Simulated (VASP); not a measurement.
# GeIrI3 (R3m) in VASP: single point with PBE

Aim: the single point of GeIrI3 with PBE.

Everything below comes from runs of VASP 6.6.1. Logs are shortened: lines on timing, memory, paths and dates and some standing lists are left out, and cuts for length are marked.

## 1. The cell of the first run

Symmetry: R3m, No. 160, trigonal system. Conventional cell: a = 7.814 Å, b = 7.814 Å, c = 9.918 Å, α = 90.00°, β = 90.00°, γ = 120.00°. Within 3.4 Å of I (site symmetry m) lie 2 Ge at 2.57 to 3.04 Å. Within 5.3 Å of Ir (site symmetry 3m) lie 12 I at 3.91 to 4.03 Å and 8 Ge at 4.67 to 5.25 Å. Ge (site symmetry 3m) has 6 I at 2.57 to 3.04 Å within 3.4 Å.

## 2. Single point, PBE

The input, INCAR:

```
PREC = Accurate
ENCUT = 520
EDIFF = 1E-7
ISMEAR = -1
SIGMA = 0.1
LREAL = False
LASPH = True
NELM = 80
ALGO = Normal
ISIF = 2
LWAVE = False
LCHARG = False
GGA = PE
NBANDS = 30
```

The input, KPOINTS:

```
regular mesh
0
Gamma
  6 6 6
```

The input, POSCAR:

```
GeIrI3
1.0
    3.9067910000      2.2555830000      3.3061560000
   -3.9067910000      2.2555830000      3.3061560000
    0.0000000000     -4.5111750000      3.3061560000
I Ir Ge
3 1 1
Direct
    0.5069300000      0.9987400000      0.5069300000
    0.5069300000      0.5069300000      0.9987400000
    0.9987400000      0.5069300000      0.5069300000
    0.0100000000      0.0100000000      0.0100000000
    0.5394300000      0.5394300000      0.5394300000
```

Potentials or basis: VASP PAW PBE potentials, release 64 (I, Ir, Ge_d).

Command:

```
$ cat potpaw_PBE.64/I/POTCAR potpaw_PBE.64/Ir/POTCAR potpaw_PBE.64/Ge_d/POTCAR > POTCAR
$ mpirun -np 1 vasp_std > vasp.out
```

OUTCAR:

```text
PREC = Accurate
   ENCUT = 520
   EDIFF = 1E-7
   ISMEAR = -1
   LREAL = False
   LASPH = True
   NELM = 80
   ISIF = 2
   GGA = PE

 ion  position               nearest neighbor table
   1  0.507  0.999  0.507-   5 2.57   5 3.04
   2  0.507  0.507  0.999-   5 2.57   5 3.04
   3  0.999  0.507  0.507-   5 2.57   5 3.04
   4  0.010  0.010  0.010-
   5  0.539  0.539  0.539-   1 2.57   3 2.57   2 2.57   1 3.04   3 3.04   2 3.04

  LATTYP: Found a trigonal (rhomboedric) cell.
 ALAT       =     5.5929722048
 COS(alpha) =     0.0241455863

  Lattice vectors:

 A1 = (   3.9067910000,   2.2555830000,   3.3061560000)
 A2 = (  -3.9067910000,   2.2555830000,   3.3061560000)
 A3 = (   0.0000000000,  -4.5111750000,   3.3061560000)

Analysis of symmetry for initial positions (statically):
=====================================================================
 Subroutine PRICEL returns:
 Original cell was already a primitive cell.

 Routine SETGRP: Setting up the symmetry group for a
 trigonal (rhombohedral) supercell.

 Subroutine GETGRP returns: Found  6 space group operations
 (whereof  6 operations were pure point group operations)
 out of a pool of 12 trial point group operations.

The static configuration has the point symmetry C_3v.

Analysis of symmetry for dynamics (positions and initial velocities):
=====================================================================
 Subroutine PRICEL returns:
 Original cell was already a primitive cell.

 Routine SETGRP: Setting up the symmetry group for a
 trigonal (rhombohedral) supercell.

 Subroutine GETGRP returns: Found  6 space group operations
 (whereof  6 operations were pure point group operations)
 out of a pool of 12 trial point group operations.

The dynamic configuration has the point symmetry C_3v.

 Subroutine INISYM returns: Found  6 space group operations
 (whereof  6 operations are pure point group operations),
 and found     1 'primitive' translations

----------------------------------------------------------------------------------------

                                     Primitive cell

  volume of cell :     174.8051

  direct lattice vectors                    reciprocal lattice vectors
     3.906791000  2.255583000  3.306156000     0.127982275  0.073890628  0.100822089
    -3.906791000  2.255583000  3.306156000    -0.127982275  0.073890628  0.100822089
     0.000000000 -4.511175000  3.306156000     0.000000000 -0.147781257  0.100821888

  length of vectors
     5.592972205  5.592972205  5.592974824     0.178897684  0.178897684  0.178897604

  position of ions in fractional coordinates (direct lattice)
     0.506930000  0.998740000  0.506930000
     0.506930000  0.506930000  0.998740000
     0.998740000  0.506930000  0.506930000
     0.010000000  0.010000000  0.010000000
     0.539430000  0.539430000  0.539430000

  ion indices of the primitive-cell ions
   primitive index   ion index
                 1           1
                 2           2
                 3           3
                 4           4
                 5           5

----------------------------------------------------------------------------------------

 KPOINTS: regular mesh

Automatic generation of k-mesh.
 Grid dimensions read from file:
 generate k-points for:    6    6    6

 Generating k-lattice:

  Cartesian coordinates                     Fractional coordinates (reciprocal lattice)
     0.021330379  0.012315105  0.016803682     0.166666667  0.000000000  0.000000000
    -0.021330379  0.012315105  0.016803682     0.000000000  0.166666667  0.000000000
     0.000000000 -0.024630209  0.016803648     0.000000000  0.000000000  0.166666667

  Length of vectors
     0.029816281  0.029816281  0.029816267

  Shift w.r.t. Gamma in fractional coordinates (k-lattice)
     0.000000000  0.000000000  0.000000000

 Subroutine IBZKPT returns following result:
 ===========================================

 Found     32 irreducible k-points:

 Following reciprocal coordinates:
            Coordinates               Weight
  0.000000  0.000000  0.000000      1.000000
  0.166667 -0.000000 -0.000000      6.000000
  0.333333 -0.000000 -0.000000      6.000000
  0.500000 -0.000000  0.000000      3.000000
  0.166667  0.166667 -0.000000      6.000000
  0.333333  0.166667 -0.000000     12.000000
[... 16 lines left out ...]
  0.500000  0.500000  0.166667      6.000000
 -0.333333  0.500000  0.166667     12.000000
 [... further k-points ...]
   k-points           NKPTS =     32   k-points in BZ     NKDIM =     32   number of bands    NBANDS=     30
   number of dos      NEDOS =    301   number of ions     NIONS =      5
   total plane-waves  NPLWV =  74088
   dimension x,y,z NGX =    42 NGY =   42 NGZ =   42
   dimension x,y,z NGXF=    84 NGYF=   84 NGZF=   84
   ions per type =               3   1   1
   NGX,Y,Z   is equivalent  to a cutoff of  12.48, 12.48, 12.48 a.u.
   NGXF,Y,Z  is equivalent  to a cutoff of  24.97, 24.97, 24.97 a.u.
 SYSTEM =  unknown system
   PREC   = accura    normal or accurate (medium, high low for compatibility)
   ISTART =      0    job   : 0-new  1-cont  2-samecut
   ICHARG =      2    charge: 1-file 2-atom 10-const
   ISPIN  =      1    spin polarized calculation?
   LNONCOLLINEAR =      F non collinear calculations
   LSORBIT =      F    spin-orbit coupling
   LASPH  =      T    aspherical Exc in radial PAW
   ENCUT  =  520.0 eV  38.22 Ry    6.18 a.u.  10.40 10.40 10.40*2*pi/ulx,y,z
   NELM   =     80;   NELMIN=  2; NELMDL= -5     # of ELM steps
   EDIFF  = 0.1E-06   stopping-criterion for ELM
   LREAL  =      F    real-space projection
   EDIFFG = 0.1E-05   stopping-criterion for IOM
   NSW    =      0    number of steps for IOM
   IBRION =     -1    ionic relax: 0-MD 1-quasi-New 2-CG
   NFREE  =      0    steps in history (QN), initial steepest desc. (CG)
   ISIF   =      2    stress and relaxation
   ISYM   =      2    0-nonsym 1-usesym 2-fastsym
   POTIM  = 0.5000    time-step for ionic-motion
   TEBEG  =    0.0;   TEEND  =   0.0 temperature during run
   PSTRESS=    0.0 pullay stress
   NELECT =      44.0000    total number of electrons
   NUPDOWN=      -1.0000    fix difference up-down
   EMIN   =  10.00;   EMAX   =-10.00  energy-range for DOS
   EFERMI =   0.00;   METHOD = LEGACY
   ISMEAR =    -1;   SIGMA  =   0.10  broadening in eV -4-tet -1-fermi 0-gaus
   EFERMI_NEDOS =   21; number of points for ismear=-14 and -15
   IALGO  =     38    algorithm
   IMIX   =      4    mixing-type and parameters
     AMIX     =   0.40;   BMIX     =  1.00
     AMIX_MAG =   1.60;   BMIX_MAG =  1.00
  volume/ion in A,a.u.               =      34.96       235.93
  Fermi-wavevector in a.u.,A,eV,Ry     =   1.033652  1.953319 14.536960  1.068436
  Thomas-Fermi vector in A             =   2.167909
   LORBIT       =      0    0 simple, 1 ext, 2 COOP (PROOUT), +10 PAW based schemes
   GGA     = PE    functional components
   LHFCALC =     F    Hartree Fock is set to
   AEXX    =    0.0000 exact exchange contribution
   IVDW    =     0    specifies the selected vdW correction
   LEPSILON=     F    determine dielectric tensor
   LRPA    =     F    only Hartree local field effects (RPA)
 non-spin polarized calculation
  energy-cutoff  :      520.00
  volume of cell :      174.81
 maximum number of plane-waves:      4749
 NGX is ok and might be reduce to    42
   NGX = 21   NGY = 21   NGZ = 21

 number of electron      44.0000015 magnetization

 Free energy of the ion-electron system (eV)
  ---------------------------------------------------
  ext. energy  EPLUGINS =         0.00000000
  ---------------------------------------------------
  free energy    TOTEN  =       -11.50963707 eV

  energy without entropy =      -11.06909073  energy(sigma->0) =      -11.28936390

 E-fermi :   3.2903     XC(G=0):  -8.7441

 val. band max:        3.2861858607   @ k =  -0.3333   0.3333   0.3333
 cond. band min:       3.2958948798   @ k =  -0.3333   0.3333   0.1667
 fundamental gap:      0.0097090191
 Fermi energy:         3.2902815534

 k-point     1 :       0.0000    0.0000    0.0000
  band No.  band energies     occupation
      1     -21.4639      2.00000
      2     -21.4639      2.00000
      3     -21.4319      2.00000
      4     -21.4318      2.00000
      5     -21.4220      2.00000
      6     -10.5996      2.00000
[... 22 lines left out ...]
     29       9.2346      0.00000
     30       9.7251      0.00000

 k-point     2 :       0.1667   -0.0000   -0.0000
  band No.  band energies     occupation
      1     -21.4639      2.00000
      2     -21.4638      2.00000
      3     -21.4319      2.00000
      4     -21.4318      2.00000
      5     -21.4220      2.00000
      6     -10.5348      2.00000
[... 22 lines left out ...]
     29       9.1213      0.00000
     30       9.5230      0.00000

 k-point     3 :       0.3333   -0.0000   -0.0000
  band No.  band energies     occupation
      1     -21.4639      2.00000
      2     -21.4635      2.00000
      3     -21.4320      2.00000
      4     -21.4318      2.00000
      5     -21.4221      2.00000
      6     -10.3738      2.00000
[... 22 lines left out ...]
     29       8.6027      0.00000
     30       9.5432      0.00000

 k-point     4 :       0.5000   -0.0000    0.0000
  band No.  band energies     occupation
      1     -21.4639      2.00000
      2     -21.4634      2.00000
      3     -21.4320      2.00000
      4     -21.4318      2.00000
      5     -21.4221      2.00000
      6     -10.2637      2.00000
[... 22 lines left out ...]
     29       8.6053      0.00000
     30       9.5270      0.00000

 k-point     5 :       0.1667    0.1667   -0.0000
  band No.  band energies     occupation
      1     -21.4639      2.00000
      2     -21.4637      2.00000
      3     -21.4319      2.00000
      4     -21.4319      2.00000
      5     -21.4221      2.00000
      6     -10.4745      2.00000
[... 22 lines left out ...]
     29       8.9200      0.00000
     30       9.2176      0.00000
[... 526 lines left out ...]
     29       8.6504      0.00000
     30       8.7440      0.00000

 k-point    22 :      -0.1667    0.3333    0.1667
  band No.  band energies     occupation
      1     -21.4637      2.00000
      2     -21.4635      2.00000
      3     -21.4320      2.00000
      4     -21.4319      2.00000
      5     -21.4221      2.00000
      6     -10.2412      2.00000
[... 22 lines left out ...]
     29       8.7083      0.00000
     30       8.9196      0.00000

 k-point    23 :       0.5000    0.5000    0.1667
  band No.  band energies     occupation
      1     -21.4635      2.00000
      2     -21.4631      2.00000
      3     -21.4321      2.00000
      4     -21.4319      2.00000
      5     -21.4222      2.00000
      6      -9.8661      2.00000
[... 22 lines left out ...]
     29       8.5919      0.00000
     30       8.6462      0.00000

 k-point    24 :      -0.3333    0.5000    0.1667
  band No.  band energies     occupation
      1     -21.4636      2.00000
      2     -21.4632      2.00000
      3     -21.4320      2.00000
      4     -21.4319      2.00000
      5     -21.4222      2.00000
      6      -9.9676      2.00000
[... 22 lines left out ...]
     29       8.4159      0.00000
     30       8.8105      0.00000

 [... further k-points ...]
[... 5 lines left out ...]
  --------------------------------------------------------------------------------------
  -------------------------------------------------------------------------------------
  Total        1.9318057      1.9318042      2.0555286      0.0000000     -0.0000019      0.0000000
  in kB       17.7059755     17.7059624     18.8399585      0.0000000     -0.0000171      0.0000000
  external PRESSURE =      18.0839655 kB  Pullay stress =       0.0000000 kB

 VOLUME and BASIS-vectors are now :
 -----------------------------------------------------------------------------
  energy-cutoff  :      520.00
  volume of cell :      174.81
      direct lattice vectors                 reciprocal lattice vectors
     3.906791000  2.255583000  3.306156000     0.127982275  0.073890628  0.100822089
    -3.906791000  2.255583000  3.306156000    -0.127982275  0.073890628  0.100822089
     0.000000000 -4.511175000  3.306156000     0.000000000 -0.147781257  0.100821888

 POSITION                                       TOTAL-FORCE (eV/Angst)
 -----------------------------------------------------------------------------------
     -1.92140      1.10931      6.65397        -0.768104      0.443464      0.297767
      0.00000     -2.21865      6.65397         0.000000     -0.886930      0.297767
      1.92140      1.10931      6.65397         0.768104      0.443464      0.297767
      0.00000     -0.00000      0.09918         0.000000     -0.000000      0.078247
      0.00000     -0.00000      5.35032         0.000000      0.000001     -0.971549
 -----------------------------------------------------------------------------------
    total drift:                                0.000000     -0.000026      0.001112

  FREE ENERGIE OF THE ION-ELECTRON SYSTEM (eV)
  ---------------------------------------------------
  free  energy   TOTEN  =       -11.5096370710 eV

  energy  without entropy=      -11.0690907349  energy(sigma->0) =      -11.28936390
```

It took 86 s on 1 thread of Intel Xeon 6975P-C (Granite Rapids), shared host; peak memory 0.36 GiB.

What came out:

```yaml
Free_energy: -11.5096 eV
Pressure: 1.8 GPa
Largest_force: 0.972 eV/Å
Band_gap_on_the_k_mesh: zero (bands 22 and 23 overlap by 0.43 eV)
```

Forces on the atoms (eV/Å):
```
I   -0.768  0.443  0.298
I    0.000 -0.887  0.298
I    0.768  0.443  0.298
Ir   0.000  0.000  0.078
Ge   0.000  0.000 -0.972
```

Levels at points of the mesh, in eV from the Fermi level:
| k point | band 21 | band 22 | band 23 | band 24 | band 25 | band 26 |
| --- | --- | --- | --- | --- | --- | --- |
| (0.00, 0.00, 0.00) | -0.42 | -0.39 | -0.39 | -0.38 | 4.17 | 4.78 |
| (0.50, 0.00, 0.00) | -0.01 | 0.01 | 0.04 | 0.47 | 2.68 | 3.64 |
| (0.50, 0.50, 0.00) | -0.01 | 0.03 | 0.36 | 0.69 | 1.71 | 1.85 |
| (0.50, 0.50, 0.50) | -0.33 | -0.27 | -0.27 | 1.04 | 1.29 | 1.43 |

Caveat: spin-orbit coupling is left out, which moves the levels of the heavy elements.
